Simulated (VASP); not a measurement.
# Pt (I4/mmm) in VASP: further runs

Pt is run at these levels: PBEsol; tasks: single point.

All numbers are computed with VASP 6.6.1; they aren't measurements. Logs are shortened: lines on timing, memory, paths and dates and some standing lists are left out, and cuts for length are marked.

### 1 The cell of the first run

The structure is tetragonal, space group I4/mmm (No. 139). The conventional cell has a = 2.467 Å, b = 2.467 Å, c = 4.933 Å, α = 90.00°, β = 90.00°, γ = 90.00°. Within 3.3 Å of Pt (site symmetry 4/mmm) lie 12 Pt at 2.47 to 3.02 Å.

### 2 Single point, PBEsol

File INCAR:

```
PREC = Accurate ; ENCUT = 520
EDIFF = 1E-7 ; ISMEAR = 0
SIGMA = 0.15 ; LREAL = F
LASPH = T ; NELM = 100
ALGO = Fast ; ISIF = 2
LWAVE = F ; LCHARG = F
GGA = PS ; NBANDS = 11
```

File KPOINTS:

```
regular mesh
0
Gamma
  24 24 24
```

File POSCAR:

```
Pt
1.0
    0.0000000000      1.7443784117      2.4665510741
    1.7443784117      0.0000000000      2.4665510741
    1.7443784117      1.7443784117      0.0000000000
Pt
1
Direct
    0.0000000000      0.0000000000      0.0000000000
```

Potentials or basis: VASP PAW PBE potentials, release 64 (Pt).

Run with:

```sh
> cat potpaw_PBE.64/Pt/POTCAR > POTCAR
> mpirun -np 1 vasp_std > vasp.out
```

OUTCAR:

```text
PREC = Accurate
   ENCUT = 520
   EDIFF = 1E-7
   ISMEAR = 0
   LREAL = F
   LASPH = T
   NELM = 100
   ISIF = 2
   GGA = PS

 ion  position               nearest neighbor table
   1  0.000  0.000  0.000-

  LATTYP: Found a body centered tetragonal cell.
 ALAT       =     2.4669236077
 C/A-ratio  =     1.9996979772

  Lattice vectors:

 A1 = (  -1.7443784117,   0.0000000000,   2.4665510741)
 A2 = (   1.7443784117,   0.0000000000,   2.4665510741)
 A3 = (   0.0000000000,   1.7443784117,  -2.4665510741)

Analysis of symmetry for initial positions (statically):
=====================================================================
 Subroutine PRICEL returns:
 Original cell was already a primitive cell.

 Routine SETGRP: Setting up the symmetry group for a
 body centered tetragonal supercell.

 Subroutine GETGRP returns: Found 16 space group operations
 (whereof 16 operations were pure point group operations)
 out of a pool of 16 trial point group operations.

The static configuration has the point symmetry D_4h.

Analysis of symmetry for dynamics (positions and initial velocities):
=====================================================================
 Subroutine PRICEL returns:
 Original cell was already a primitive cell.

 Routine SETGRP: Setting up the symmetry group for a
 body centered tetragonal supercell.

 Subroutine GETGRP returns: Found 16 space group operations
 (whereof 16 operations were pure point group operations)
 out of a pool of 16 trial point group operations.

The dynamic configuration has the point symmetry D_4h.

 Subroutine INISYM returns: Found 16 space group operations
 (whereof 16 operations are pure point group operations),
 and found     1 'primitive' translations

----------------------------------------------------------------------------------------

                                     Primitive cell

  volume of cell :      15.0107

  direct lattice vectors                    reciprocal lattice vectors
     0.000000000  1.744378412  2.466551074    -0.286635054  0.286635054  0.202712202
     1.744378412  0.000000000  2.466551074     0.286635054 -0.286635054  0.202712202
     1.744378412  1.744378412  0.000000000     0.286635054  0.286635054 -0.202712202

  length of vectors
     3.021047872  3.021047872  2.466923608     0.453223505  0.453223505  0.453223505

  position of ions in fractional coordinates (direct lattice)
     0.000000000  0.000000000  0.000000000

  ion indices of the primitive-cell ions
   primitive index   ion index
                 1           1

----------------------------------------------------------------------------------------

 KPOINTS: regular mesh

Automatic generation of k-mesh.
 Grid dimensions read from file:
 generate k-points for:   24   24   24

 Generating k-lattice:

  Cartesian coordinates                     Fractional coordinates (reciprocal lattice)
    -0.011943127  0.011943127  0.008446342     0.041666667  0.000000000  0.000000000
     0.011943127 -0.011943127  0.008446342     0.000000000  0.041666667  0.000000000
     0.011943127  0.011943127 -0.008446342    -0.000000000 -0.000000000  0.041666667

  Length of vectors
     0.018884313  0.018884313  0.018884313

  Shift w.r.t. Gamma in fractional coordinates (k-lattice)
     0.000000000  0.000000000  0.000000000

 Subroutine IBZKPT returns following result:
 ===========================================

 Found   1063 irreducible k-points:

 Following reciprocal coordinates:
            Coordinates               Weight
  0.000000  0.000000  0.000000      1.000000
  0.041667  0.000000  0.000000      8.000000
  0.083333 -0.000000  0.000000      8.000000
  0.125000 -0.000000  0.000000      8.000000
  0.166667  0.000000  0.000000      8.000000
  0.208333 -0.000000  0.000000      8.000000
[... 16 lines left out ...]
  0.416667  0.041667  0.000000      8.000000
  0.458333  0.041667  0.000000      8.000000
 [... further k-points ...]
   k-points           NKPTS =   1063   k-points in BZ     NKDIM =   1063   number of bands    NBANDS=     11
   number of dos      NEDOS =    301   number of ions     NIONS =      1
   total plane-waves  NPLWV =  10368
   dimension x,y,z NGX =    24 NGY =   24 NGZ =   18
   dimension x,y,z NGXF=    48 NGYF=   48 NGZF=   36
   ions per type =               1
   NGX,Y,Z   is equivalent  to a cutoff of  13.21, 13.21, 12.13 a.u.
   NGXF,Y,Z  is equivalent  to a cutoff of  26.41, 26.41, 24.26 a.u.
 SYSTEM =  unknown system
   PREC   = accura    normal or accurate (medium, high low for compatibility)
   ISTART =      0    job   : 0-new  1-cont  2-samecut
   ICHARG =      2    charge: 1-file 2-atom 10-const
   ISPIN  =      1    spin polarized calculation?
   LNONCOLLINEAR =      F non collinear calculations
   LSORBIT =      F    spin-orbit coupling
   LASPH  =      T    aspherical Exc in radial PAW
   ENCUT  =  520.0 eV  38.22 Ry    6.18 a.u.   5.62  5.62  4.59*2*pi/ulx,y,z
   NELM   =    100;   NELMIN=  2; NELMDL= -5     # of ELM steps
   EDIFF  = 0.1E-06   stopping-criterion for ELM
   LREAL  =      F    real-space projection
   EDIFFG = 0.1E-05   stopping-criterion for IOM
   NSW    =      0    number of steps for IOM
   IBRION =     -1    ionic relax: 0-MD 1-quasi-New 2-CG
   NFREE  =      0    steps in history (QN), initial steepest desc. (CG)
   ISIF   =      2    stress and relaxation
   ISYM   =      2    0-nonsym 1-usesym 2-fastsym
   POTIM  = 0.5000    time-step for ionic-motion
   TEBEG  =    0.0;   TEEND  =   0.0 temperature during run
   PSTRESS=    0.0 pullay stress
   NELECT =      10.0000    total number of electrons
   NUPDOWN=      -1.0000    fix difference up-down
   EMIN   =  10.00;   EMAX   =-10.00  energy-range for DOS
   EFERMI =   0.00;   METHOD = LEGACY
   ISMEAR =     0;   SIGMA  =   0.15  broadening in eV -4-tet -1-fermi 0-gaus
   EFERMI_NEDOS =   21; number of points for ismear=-14 and -15
   IALGO  =     68    algorithm
   IMIX   =      4    mixing-type and parameters
     AMIX     =   0.40;   BMIX     =  1.00
     AMIX_MAG =   1.60;   BMIX_MAG =  1.00
  volume/ion in A,a.u.               =      15.01       101.30
  Fermi-wavevector in a.u.,A,eV,Ry     =   1.429797  2.701924 27.814648  2.044319
  Thomas-Fermi vector in A             =   2.549712
   LORBIT       =      0    0 simple, 1 ext, 2 COOP (PROOUT), +10 PAW based schemes
   GGA     = PS    functional components
   LHFCALC =     F    Hartree Fock is set to
   AEXX    =    0.0000 exact exchange contribution
   IVDW    =     0    specifies the selected vdW correction
   LEPSILON=     F    determine dielectric tensor
   LRPA    =     F    only Hartree local field effects (RPA)
 non-spin polarized calculation
 RMM-DIIS sequential band-by-band and
 Gauss-broadening in eV      SIGMA  =   0.15
  energy-cutoff  :      520.00
  volume of cell :       15.01
 maximum number of plane-waves:       423
   NGX = 11   NGY = 11   NGZ =  9

 number of electron      10.0000000 magnetization

 Free energy of the ion-electron system (eV)
  ---------------------------------------------------
  ext. energy  EPLUGINS =         0.00000000
  ---------------------------------------------------
  free energy    TOTEN  =        -6.34546883 eV

  energy without entropy =       -6.33069700  energy(sigma->0) =       -6.33808291

 E-fermi :  11.0771     XC(G=0): -13.5954

 val. band max:       11.0757204872   @ k =  -0.3333   0.3750   0.0833
 cond. band min:      11.0783317725   @ k =   0.4167  -0.0000   0.0000
 fundamental gap:      0.0026112852
 Fermi energy:        11.0770654175

 k-point     1 :       0.0000    0.0000    0.0000
  band No.  band energies     occupation
      1       0.8602      2.00000
      2       4.5883      2.00000
      3       6.6021      2.00000
      4       9.4230      2.00000
      5       9.4230      2.00000
      6      11.7127      0.00000
      7      25.4247      0.00000
      8      27.6179      0.00000
      9      33.4815      0.00000
     10      33.4815      0.00000
     11      36.9600      0.00000

 k-point     2 :       0.0417    0.0000    0.0000
  band No.  band energies     occupation
      1       0.9361      2.00000
      2       4.6325      2.00000
      3       6.6279      2.00000
      4       9.3462      2.00000
      5       9.4444      2.00000
      6      11.6558      0.00000
      7      25.5217      0.00000
      8      27.7149      0.00000
      9      32.9445      0.00000
     10      33.6204      0.00000
     11      36.5614      0.00000

 k-point     3 :       0.0833   -0.0000    0.0000
  band No.  band energies     occupation
      1       1.1586      2.00000
      2       4.7622      2.00000
      3       6.7048      2.00000
      4       9.1364      2.00000
      5       9.5072      2.00000
      6      11.4928      0.00009
      7      25.7727      0.00000
      8      27.9948      0.00000
      9      31.8053      0.00000
     10      34.0221      0.00000
     11      35.2452      0.00000

 k-point     4 :       0.1250   -0.0000    0.0000
  band No.  band energies     occupation
      1       1.5111      2.00000
      2       4.9684      2.00000
      3       6.8260      2.00000
      4       8.8541      2.00000
      5       9.6057      2.00000
      6      11.2453      0.11273
      7      26.0708      0.00000
      8      28.3569      0.00000
      9      30.5564      0.00000
     10      33.8967      0.00000
     11      34.6395      0.00000

 k-point     5 :       0.1667    0.0000    0.0000
  band No.  band energies     occupation
      1       1.9635      2.00000
      2       5.2368      2.00000
      3       6.9606      2.00000
      4       8.6062      2.00000
      5       9.7276      2.00000
      6      10.9471      1.77959
      7      26.2668      0.00000
      8      28.1345      0.00000
      9      29.8911      0.00000
     10      32.9181      0.00000
     11      35.3777      0.00000
[... 211 lines left out ...]
 k-point    21 :       0.3333    0.0417    0.0000
  band No.  band energies     occupation
      1       3.5139      2.00000
      2       5.8021      2.00000
      3       7.5061      2.00000
      4       9.6430      2.00000
      5       9.6519      2.00000
      6      10.6826      1.99980
      7      22.6307      0.00000
      8      24.6482      0.00000
      9      31.9802      0.00000
     10      33.3007      0.00000
     11      35.2279      0.00000

 k-point    22 :       0.3750    0.0417    0.0000
  band No.  band energies     occupation
      1       3.7504      2.00000
      2       5.6849      2.00000
      3       8.3549      2.00000
      4       9.3986      2.00000
      5      10.1347      2.00000
      6      10.8047      1.98976
      7      21.1495      0.00000
      8      23.9868      0.00000
      9      32.2404      0.00000
     10      33.6352      0.00000
     11      35.0127      0.00000

 k-point    23 :       0.4167    0.0417    0.0000
  band No.  band energies     occupation
      1       3.8814      2.00000
      2       5.5726      2.00000
      3       9.1716      2.00000
      4       9.3315      2.00000
      5      10.5973      1.99999
      6      10.9213      1.85793
      7      19.8719      0.00000
      8      23.3608      0.00000
      9      31.9622      0.00000
     10      33.9501      0.00000
     11      34.7950      0.00000

 k-point    24 :       0.4583    0.0417    0.0000
  band No.  band energies     occupation
      1       3.9404      2.00000
      2       5.5059      2.00000
      3       8.9983      2.00000
      4      10.2328      2.00000
      5      10.9675      1.69846
      6      11.0042      1.50773
      7      18.9008      0.00000
      8      22.8476      0.00000
      9      31.4226      0.00000
     10      34.2025      0.00000
     11      34.6595      0.00000

 [... further k-points ...]

------------------------ aborting loop because EDIFF is reached ----------------------------------------

  FORCE on cell =-STRESS in cart. coord.  units (eV):
  Direction    XX          YY          ZZ          XY          YZ          ZX
  --------------------------------------------------------------------------------------
  -------------------------------------------------------------------------------------
  Total        4.3447344      4.3447344     -1.9011650      0.0000000     -0.0000000     -0.0000000
  in kB      463.7375860    463.7375860   -202.9218847      0.0000000     -0.0000000     -0.0000000
  external PRESSURE =     241.5177624 kB  Pullay stress =       0.0000000 kB

 VOLUME and BASIS-vectors are now :
 -----------------------------------------------------------------------------
  energy-cutoff  :      520.00
  volume of cell :       15.01
      direct lattice vectors                 reciprocal lattice vectors
     0.000000000  1.744378412  2.466551074    -0.286635054  0.286635054  0.202712202
     1.744378412  0.000000000  2.466551074     0.286635054 -0.286635054  0.202712202
     1.744378412  1.744378412  0.000000000     0.286635054  0.286635054 -0.202712202

 POSITION                                       TOTAL-FORCE (eV/Angst)
 -----------------------------------------------------------------------------------
      0.00000      0.00000      0.00000        -0.000000     -0.000000      0.000000
 -----------------------------------------------------------------------------------
    total drift:                                0.000000      0.000000     -0.000000

  FREE ENERGIE OF THE ION-ELECTRON SYSTEM (eV)
  ---------------------------------------------------
  free  energy   TOTEN  =        -6.3454688261 eV

  energy  without entropy=       -6.3306969953  energy(sigma->0) =       -6.33808291
```

Run time: 51 s. Hardware: 1 thread of Intel Xeon 6975P-C (Granite Rapids), shared host; peak memory 0.28 GiB.

Results:

| Item | Value |
| --- | --- |
| Free energy | -6.3455 eV |
| Pressure | 24.2 GPa |
| Band gap on the k mesh | zero (bands 5 and 6 overlap by 4.98 eV) |

Levels at points of the mesh, in eV from the Fermi level:
```
           k point  band 1  band 2  band 3  band 4  band 5  band 6  band 7  band 8  band 9  band 10
(0.00, 0.00, 0.00)  -10.22   -6.49   -4.47   -1.65   -1.65    0.64   14.35   16.54   22.40    22.40
(0.50, 0.00, 0.00)   -7.14   -5.59   -2.23   -0.06   -0.05    0.05    7.24   11.53   19.96    22.91
(0.50, 0.50, 0.00)   -7.92   -7.24   -1.44    0.39    0.39    0.92    3.79   16.22   16.22    23.92
(0.50, 0.00, 0.50)   -7.44   -5.90   -1.83   -0.64    2.92    4.58    9.85   11.32   12.96    21.26
```

Caveat: the cell stands under pressure; the PAW data sets were made with another functional, which shifts forces and pressure a little; spin-orbit coupling is left out, which moves the levels of the heavy elements.

### 3 Single point, PBEsol

This run uses another cell than the first one, of the same volume but with other edges.

File INCAR:

```
SYSTEM = Pt
PREC = Accurate
ENCUT = 520
EDIFF = 1E-6
ISMEAR = 0
SIGMA = 0.15
LREAL = .FALSE.
LASPH = .TRUE.
NELM = 80
ALGO = Fast
ISIF = 2
LWAVE = .FALSE.
LCHARG = .TRUE.
GGA = PS
LELF = .TRUE.
LVHAR = .TRUE.
NBANDS = 11
```

File KPOINTS:

```
regular mesh
0
G
  24 24 24
  0 0 0
```

File POSCAR:

```
Pt
1.0
    0.0000000000      2.0668907952      1.7568571759
    2.0668907952      0.0000000000      1.7568571759
    2.0668907952      2.0668907952      0.0000000000
Pt
1
Direct
    0.0000000000      0.0000000000      0.0000000000
```

Potentials or basis: VASP PAW PBE potentials, release 64 (Pt).

Run with:

```sh
> cat potpaw_PBE.64/Pt/POTCAR > POTCAR
> mpirun -np 1 vasp_std > vasp.out
```

It took 56 s on 1 thread of Intel Xeon 6975P-C (Granite Rapids), shared host; peak memory 0.28 GiB.

Results (log left out):

- Free energy: -6.9205 eV
- Pressure: 1.9 GPa
- Band gap on the k mesh: zero (bands 5 and 6 overlap by 2.80 eV)

Stress tensor (GPa, compression positive):
```
-0.72  0.00  0.00
 0.00 -0.72  0.00
 0.00  0.00  6.99
```

Levels at points of the mesh, in eV from the Fermi level:
```tsv
k point	band 2	band 3	band 4	band 5	band 6	band 7	band 8	band 9
(0.00, 0.00, 0.00)	-4.12	-4.12	-2.67	-2.44	-0.79	15.19	18.31	18.31
(0.50, 0.00, 0.00)	-4.68	-2.71	-0.38	-0.38	0.67	6.13	13.85	17.64
(0.50, 0.50, 0.00)	-6.63	0.17	0.62	0.62	4.20	9.57	9.57	11.78
(0.50, 0.00, 0.50)	-6.34	-0.20	-0.13	0.84	1.09	7.77	12.04	13.34
```

Caveat: the PAW data sets were made with another functional, which shifts forces and pressure a little; spin-orbit coupling is left out, which moves the levels of the heavy elements.

[end of part 1 of 2]
